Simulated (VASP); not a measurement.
Crystal: Re.

```
Re
1.0
     2.76639    0.00000    0.00000
    -1.38319    2.39576    0.00000
     0.00000    0.00000    8.93885
Re
4
Direct
  0.66667 0.33333 0.75000
  0.00000 0.00000 0.50000
  0.33333 0.66667 0.25000
  0.00000 0.00000 0.00000
```

- Program: VASP 6.6.1
- Task: relaxation of cell and atoms
- Functional: RPBE
- Potentials or basis: VASP PAW PBE potentials, release 64 (Re)
- Cutoff: 600 eV
- k mesh: 8 × 8 × 3
- Occupations: fermi-dirac, width 0.05 eV
- Spin: no spin polarisation

At the start: pressure 7.0 GPa; volume 14.81 Å³/atom.

Problem. How do energy, volume and symmetry change on relaxing?

Solution. Over 6 steps the energy falls by 6.0 meV/atom and the volume is 15.09 Å³/atom (+1.9 %); space group P6_3/mmc (No. 194, to 0.1 Å) before and after.

Step by step:
```
step  energy change (eV)  largest force (eV/Å)  pressure (GPa)  volume (Å³)
   1              0.0000                0.0000            6.99        59.24
   2              0.3213                0.0000          -22.34        64.96
   3             -0.0240                0.0000           -0.21        60.39
   4             -0.0240                0.0000            0.05        60.36
   5             -0.0240                0.0000            0.02        60.36
   6             -0.0240                0.0000            0.02        60.36
```

Final structure:
```
CELL_PARAMETERS angstrom
2.78482 0.00000 0.00000
-1.39241 2.41173 0.00000
0.00000 0.00000 8.98674
ATOMIC_POSITIONS crystal
Re 0.66667 0.33333 0.75000
Re 0.00000 0.00000 0.50000
Re 0.33333 0.66667 0.25000
Re 0.00000 0.00000 0.00000
```

Caveat: the PAW data sets were made with another functional, which shifts forces and pressure a little.
